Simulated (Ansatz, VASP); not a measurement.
## Two plane-wave programs on Fe

INCAR

```
PREC = Accurate
ENCUT = 520
EDIFF = 1E-6
ISMEAR = 0
SIGMA = 0.1
LREAL = F
LASPH = T
NELM = 150
ALGO = Fast
ISIF = 2
LWAVE = F
LCHARG = T
ISPIN = 2
MAGMOM = 4
LORBIT = 11
LMAXMIX = 4
GGA = PE
LELF = T
LVHAR = T
NBANDS = 14
```

KPOINTS

```
regular mesh
0
Gamma
  4 4 4
```

Contents of POSCAR:

```
Fe
1.0
   -1.3681534770      1.3681534770      1.3681534770
    1.3681534770     -1.3681534770      1.3681534770
    1.3681534770      1.3681534770     -1.3681534770
Fe
1
Direct
    0.0000000000      0.0000000000      0.0000000000
```

Input for Ansatz:

```yaml
crystal:
  lattice:
    - [-1.368153477, 1.368153477, 1.368153477]
    - [1.368153477, -1.368153477, 1.368153477]
    - [1.368153477, 1.368153477, -1.368153477]
  atoms:
    - { symbol: Fe, position: [0.0, 0.0, 0.0], spin: 4.0 }
basis:
  ecutwfc: 420
kpoints:
  mp_grid: { grid: [4, 4, 4] }
hamiltonian:
  xc: pbe
scf:
  occupations: { method: gaussian, width: 0.1 }
  lower_state_search: "off"
  n_extra_bands: 2
  max_iter: 65
output:
  forces: true
  stress: true
  eigenvalues: true
  populations: true
magnetization:
  spin_polarized: true
```

Alike in both runs: task single point; functional PBE; k mesh 4 × 4 × 4; occupations gaussian, width 0.1 eV; collinear spin.

|  | VASP | Ansatz |
| --- | --- | --- |
| version | VASP 6.6.1 | Ansatz 0.2.0 |
| potentials or method | VASP PAW PBE potentials, release 64 (Fe), cutoff 520 eV | scalar-relativistic, plane waves, PAW |
| valence electrons in the cell | 8 | 16 |

|  | VASP | Ansatz | Ansatz less VASP |
| --- | --- | --- | --- |
| gap on the k mesh at the Fermi level (eV) | none | none | - |
| pressure (GPa) | 18.8 | 20.1 | +1.34 |
| net moment per atom (μB) | 1.82 | 1.88 | +0.059 |
| size of the moment on the site where the two differ most (μB) | 1.79 | 1.85 | +0.059 |

Site moments also hang on the region over which each program counts them. A gap of «none» marks a metal or a gap that the smearing closes. VASP's potentials hold 8 valence electrons a cell and Ansatz's 16, so a difference there can come from the potentials and not from the codes. Ansatz's warnings: moment headroom below auto.

The k mesh is coarse, so the values compare programs but aren't converged.
